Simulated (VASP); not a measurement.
# CaO (gw) (Fm-3m) in VASP: single point with PBEsol

Aim: the single point of CaO (gw) with PBEsol.

Program: VASP 6.6.1. These are calculated values, not measurements. Logs are shortened: lines on timing, memory, paths and dates and some standing lists are left out, and cuts for length are marked.

### Step 1. The cell of the first run

The structure is cubic, space group Fm-3m (No. 225). The conventional cell has a = 4.719 Å, b = 4.719 Å, c = 4.719 Å, α = 90.00°, β = 90.00°, γ = 90.00°. Ca (site symmetry m-3m) has 6 O at 2.36 Å within 3.1 Å. O (site symmetry m-3m) has 6 Ca at 2.36 Å within 3.1 Å.

### Step 2. Single point, PBEsol

Input file INCAR:

```
PREC     = Accurate       # precision mode
ENCUT    = 600            # plane-wave cutoff, eV
EDIFF    = 1E-6           # SCF threshold, eV
ISMEAR   = 0              # smearing method
SIGMA    = 0.01           # smearing width, eV
LREAL    = F              # projectors in reciprocal space
LASPH    = T              # aspherical terms in the spheres
NELM     = 120            # most SCF steps
ALGO     = Normal         # electronic algorithm
ISIF     = 2              # what is computed and relaxed
LWAVE    = F              # write WAVECAR
LCHARG   = F              # write CHGCAR
GGA      = PS             # functional
NBANDS   = 15             # bands
GGA_COMPAT= F
```

Input file KPOINTS:

```
Automatic mesh
0
Gamma
  4 4 4
```

Input file POSCAR:

```
CaO
1.0
    0.0000000000      2.3597219868      2.3597219868
    2.3597219868      0.0000000000      2.3597219868
    2.3597219868      2.3597219868      0.0000000000
Ca O
1 1
Direct
    0.0000000000      0.0000000000      0.0000000000
    0.5000000000      0.5000000000      0.5000000000
```

Potentials or basis: VASP PAW PBE potentials, release 64 (Ca_sv, O).

Started as:

```console
$ cat potpaw_PBE.64/Ca_sv/POTCAR potpaw_PBE.64/O/POTCAR > POTCAR
$ mpirun -np 1 vasp_std > vasp.out
```

OUTCAR:

```text
PREC = Accurate
   ENCUT = 600
   EDIFF = 1E-6
   ISMEAR = 0
   LREAL = F
   LASPH = T
   NELM = 120
   ISIF = 2
   GGA = PS

 ion  position               nearest neighbor table
   1  0.000  0.000  0.000-   2 2.36   2 2.36   2 2.36   2 2.36   2 2.36   2 2.36
   2  0.500  0.500  0.500-   1 2.36   1 2.36   1 2.36   1 2.36   1 2.36   1 2.36

  LATTYP: Found a face centered cubic cell.
 ALAT       =     4.7194439736

  Lattice vectors:

 A1 = (   0.0000000000,   2.3597219868,   2.3597219868)
 A2 = (   2.3597219868,   0.0000000000,   2.3597219868)
 A3 = (   2.3597219868,   2.3597219868,   0.0000000000)

Analysis of symmetry for initial positions (statically):
=====================================================================
 Subroutine PRICEL returns:
 Original cell was already a primitive cell.

 Routine SETGRP: Setting up the symmetry group for a
 face centered cubic supercell.

 Subroutine GETGRP returns: Found 48 space group operations
 (whereof 48 operations were pure point group operations)
 out of a pool of 48 trial point group operations.

The static configuration has the point symmetry O_h .

Analysis of symmetry for dynamics (positions and initial velocities):
=====================================================================
 Subroutine PRICEL returns:
 Original cell was already a primitive cell.

 Routine SETGRP: Setting up the symmetry group for a
 face centered cubic supercell.

 Subroutine GETGRP returns: Found 48 space group operations
 (whereof 48 operations were pure point group operations)
 out of a pool of 48 trial point group operations.

The dynamic configuration has the point symmetry O_h .

 Subroutine INISYM returns: Found 48 space group operations
 (whereof 48 operations are pure point group operations),
 and found     1 'primitive' translations

----------------------------------------------------------------------------------------

                                     Primitive cell

  volume of cell :      26.2792

  direct lattice vectors                    reciprocal lattice vectors
     0.000000000  2.359721987  2.359721987    -0.211889368  0.211889368  0.211889368
     2.359721987  0.000000000  2.359721987     0.211889368 -0.211889368  0.211889368
     2.359721987  2.359721987  0.000000000     0.211889368  0.211889368 -0.211889368

  length of vectors
     3.337150837  3.337150837  3.337150837     0.367003151  0.367003151  0.367003151

  position of ions in fractional coordinates (direct lattice)
     0.000000000  0.000000000  0.000000000
     0.500000000  0.500000000  0.500000000

  ion indices of the primitive-cell ions
   primitive index   ion index
                 1           1
                 2           2

----------------------------------------------------------------------------------------

 KPOINTS: Automatic mesh

Automatic generation of k-mesh.
 Grid dimensions read from file:
 generate k-points for:    4    4    4

 Generating k-lattice:

  Cartesian coordinates                     Fractional coordinates (reciprocal lattice)
    -0.052972342  0.052972342  0.052972342     0.250000000  0.000000000  0.000000000
     0.052972342 -0.052972342  0.052972342     0.000000000  0.250000000  0.000000000
     0.052972342  0.052972342 -0.052972342     0.000000000  0.000000000  0.250000000

  Length of vectors
     0.091750788  0.091750788  0.091750788

  Shift w.r.t. Gamma in fractional coordinates (k-lattice)
     0.000000000  0.000000000  0.000000000

 Subroutine IBZKPT returns following result:
 ===========================================

 Found      8 irreducible k-points:

 Following reciprocal coordinates:
            Coordinates               Weight
  0.000000  0.000000  0.000000      1.000000
  0.250000  0.000000  0.000000      8.000000
  0.500000  0.000000  0.000000      4.000000
  0.250000  0.250000  0.000000      6.000000
  0.500000  0.250000  0.000000     24.000000
 -0.250000  0.250000  0.000000     12.000000
  0.500000  0.500000  0.000000      3.000000
 -0.250000  0.500000  0.250000      6.000000
   k-points           NKPTS =      8   k-points in BZ     NKDIM =      8   number of bands    NBANDS=     15
   number of dos      NEDOS =    301   number of ions     NIONS =      2
   total plane-waves  NPLWV =  21952
   dimension x,y,z NGX =    28 NGY =   28 NGZ =   28
   dimension x,y,z NGXF=    56 NGYF=   56 NGZF=   56
   ions per type =               1   1
   NGX,Y,Z   is equivalent  to a cutoff of  13.95, 13.95, 13.95 a.u.
   NGXF,Y,Z  is equivalent  to a cutoff of  27.90, 27.90, 27.90 a.u.
 SYSTEM =  unknown system
   PREC   = accura    normal or accurate (medium, high low for compatibility)
   ISTART =      0    job   : 0-new  1-cont  2-samecut
   ICHARG =      2    charge: 1-file 2-atom 10-const
   ISPIN  =      1    spin polarized calculation?
   LNONCOLLINEAR =      F non collinear calculations
   LSORBIT =      F    spin-orbit coupling
   LASPH  =      T    aspherical Exc in radial PAW
   ENCUT  =  600.0 eV  44.10 Ry    6.64 a.u.   6.67  6.67  6.67*2*pi/ulx,y,z
   NELM   =    120;   NELMIN=  2; NELMDL= -5     # of ELM steps
   EDIFF  = 0.1E-05   stopping-criterion for ELM
   LREAL  =      F    real-space projection
   EDIFFG = 0.1E-04   stopping-criterion for IOM
   NSW    =      0    number of steps for IOM
   IBRION =     -1    ionic relax: 0-MD 1-quasi-New 2-CG
   NFREE  =      0    steps in history (QN), initial steepest desc. (CG)
   ISIF   =      2    stress and relaxation
   ISYM   =      2    0-nonsym 1-usesym 2-fastsym
   POTIM  = 0.5000    time-step for ionic-motion
   TEBEG  =    0.0;   TEEND  =   0.0 temperature during run
   PSTRESS=    0.0 pullay stress
   NELECT =      16.0000    total number of electrons
   NUPDOWN=      -1.0000    fix difference up-down
   EMIN   =  10.00;   EMAX   =-10.00  energy-range for DOS
   EFERMI =   0.00;   METHOD = LEGACY
   ISMEAR =     0;   SIGMA  =   0.01  broadening in eV -4-tet -1-fermi 0-gaus
   EFERMI_NEDOS =   21; number of points for ismear=-14 and -15
   IALGO  =     38    algorithm
   IMIX   =      4    mixing-type and parameters
     AMIX     =   0.40;   BMIX     =  1.00
     AMIX_MAG =   1.60;   BMIX_MAG =  1.00
  volume/ion in A,a.u.               =      13.14        88.67
  Fermi-wavevector in a.u.,A,eV,Ry     =   1.387535  2.622061 26.194667  1.925254
  Thomas-Fermi vector in A             =   2.511747
   LORBIT       =      0    0 simple, 1 ext, 2 COOP (PROOUT), +10 PAW based schemes
   GGA     = PS    functional components
   LHFCALC =     F    Hartree Fock is set to
   AEXX    =    0.0000 exact exchange contribution
   IVDW    =     0    specifies the selected vdW correction
   LEPSILON=     F    determine dielectric tensor
   LRPA    =     F    only Hartree local field effects (RPA)
 non-spin polarized calculation
 Gauss-broadening in eV      SIGMA  =   0.01
  energy-cutoff  :      600.00
  volume of cell :       26.28
 maximum number of plane-waves:       893
 NGX is ok and might be reduce to    28
   NGX = 13   NGY = 13   NGZ = 13

 number of electron      15.9999998 magnetization

 Free energy of the ion-electron system (eV)
  ---------------------------------------------------
  ext. energy  EPLUGINS =         0.00000000
  ---------------------------------------------------
  free energy    TOTEN  =       -13.39471959 eV

  energy without entropy =      -13.39471959  energy(sigma->0) =      -13.39471959

 E-fermi :   2.5934     XC(G=0): -11.0098

 val. band max:        2.5226217127   @ k =   0.0000   0.0000   0.0000
 cond. band min:       6.0166823348   @ k =   0.5000   0.5000   0.0000
 fundamental gap:      3.4940606222
 Fermi energy:         2.5933529347

 k-point     1 :       0.0000    0.0000    0.0000
  band No.  band energies     occupation
      1     -34.6596      2.00000
      2     -15.4553      2.00000
      3     -15.4553      2.00000
      4     -15.4553      2.00000
      5     -13.0295      2.00000
      6       2.5226      2.00000
      7       2.5226      2.00000
      8       2.5226      2.00000
      9       7.5339      0.00000
     10       8.8302      0.00000
     11       8.8302      0.00000
     12       8.8302      0.00000
     13      10.4668      0.00000
     14      10.4668      0.00000
     15      17.6801      0.00000

 k-point     2 :       0.2500    0.0000    0.0000
  band No.  band energies     occupation
      1     -34.5918      2.00000
      2     -16.2932      2.00000
      3     -15.4872      2.00000
      4     -15.4872      2.00000
      5     -12.1641      2.00000
      6       0.8825      2.00000
      7       1.7829      2.00000
      8       1.7829      2.00000
      9       8.8690      0.00000
     10       9.7314      0.00000
     11       9.8789      0.00000
     12       9.8789      0.00000
     13      11.8568      0.00000
     14      11.8568      0.00000
     15      18.9265      0.00000

 k-point     3 :       0.5000    0.0000    0.0000
  band No.  band energies     occupation
      1     -34.5228      2.00000
      2     -16.8813      2.00000
      3     -15.5186      2.00000
      4     -15.5186      2.00000
      5     -11.5395      2.00000
      6      -0.3094      2.00000
      7       1.1860      2.00000
      8       1.1860      2.00000
      9       9.7883      0.00000
     10      11.1862      0.00000
     11      11.1862      0.00000
     12      11.2708      0.00000
     13      13.4537      0.00000
     14      13.4537      0.00000
     15      17.4275      0.00000
[... 55 lines left out ...]
 k-point     7 :       0.5000    0.5000    0.0000
  band No.  band energies     occupation
      1     -34.4828      2.00000
      2     -16.2061      2.00000
      3     -15.7379      2.00000
      4     -15.7379      2.00000
      5     -12.7890      2.00000
      6       1.2331      2.00000
      7       2.1587      2.00000
      8       2.1587      2.00000
      9       6.0167      0.00000
     10      10.9723      0.00000
     11      11.7498      0.00000
     12      12.4791      0.00000
     13      12.4791      0.00000
     14      14.1345      0.00000
     15      16.5427      0.00000

 k-point     8 :      -0.2500    0.5000    0.2500
  band No.  band energies     occupation
      1     -34.4813      2.00000
      2     -16.0274      2.00000
      3     -15.9758      2.00000
      4     -15.9758      2.00000
      5     -12.2610      2.00000
      6       1.1238      2.00000
      7       1.4463      2.00000
      8       1.4463      2.00000
      9       8.9358      0.00000
     10       8.9358      0.00000
     11      11.3038      0.00000
     12      12.4858      0.00000
     13      12.9555      0.00000
     14      16.9817      0.00000
     15      17.2278      0.00000

------------------------ aborting loop because EDIFF is reached ----------------------------------------

  FORCE on cell =-STRESS in cart. coord.  units (eV):
  Direction    XX          YY          ZZ          XY          YZ          ZX
  --------------------------------------------------------------------------------------
  -------------------------------------------------------------------------------------
  Total        0.7206318      0.7206318      0.7206318     -0.0000000      0.0000000     -0.0000000
  in kB       43.9350883     43.9350883     43.9350883     -0.0000000      0.0000000     -0.0000000
  external PRESSURE =      43.9350883 kB  Pullay stress =       0.0000000 kB

 VOLUME and BASIS-vectors are now :
 -----------------------------------------------------------------------------
  energy-cutoff  :      600.00
  volume of cell :       26.28
      direct lattice vectors                 reciprocal lattice vectors
     0.000000000  2.359721987  2.359721987    -0.211889368  0.211889368  0.211889368
     2.359721987  0.000000000  2.359721987     0.211889368 -0.211889368  0.211889368
     2.359721987  2.359721987  0.000000000     0.211889368  0.211889368 -0.211889368

 POSITION                                       TOTAL-FORCE (eV/Angst)
 -----------------------------------------------------------------------------------
      0.00000      0.00000      0.00000        -0.000000      0.000000      0.000000
      2.35972      2.35972      2.35972         0.000000     -0.000000     -0.000000
 -----------------------------------------------------------------------------------
    total drift:                                0.000000      0.000000      0.000000

  FREE ENERGIE OF THE ION-ELECTRON SYSTEM (eV)
  ---------------------------------------------------
  free  energy   TOTEN  =       -13.3947195875 eV

  energy  without entropy=      -13.3947195875  energy(sigma->0) =      -13.39471959
```

It took 3.7 s on 1 thread of Intel Xeon 6975P-C (Granite Rapids), shared host; peak memory 0.15 GiB.

What came out:

| Quantity | Value |
| --- | --- |
| Free energy | -13.3947 eV |
| Pressure | 4.4 GPa |
| Band gap on the k mesh | 3.49 eV, indirect (least direct gap 3.86 eV) |

Levels at points of the mesh, in eV from the valence-band top:
```tsv
k point	band 6	band 7	band 8	band 9	band 10	band 11
(0.00, 0.00, 0.00)	0.00	0.00	0.00	5.01	6.31	6.31
(0.50, 0.00, 0.00)	-2.83	-1.34	-1.34	7.27	8.66	8.66
(0.50, 0.50, 0.00)	-1.29	-0.36	-0.36	3.49	8.45	9.23
```

Caveat: the k points lie up to 0.58 Å⁻¹ apart; the PAW data sets were made with another functional, which shifts forces and pressure a little. PBEsol gaps usually lie below the measured ones, often by a third to a half.
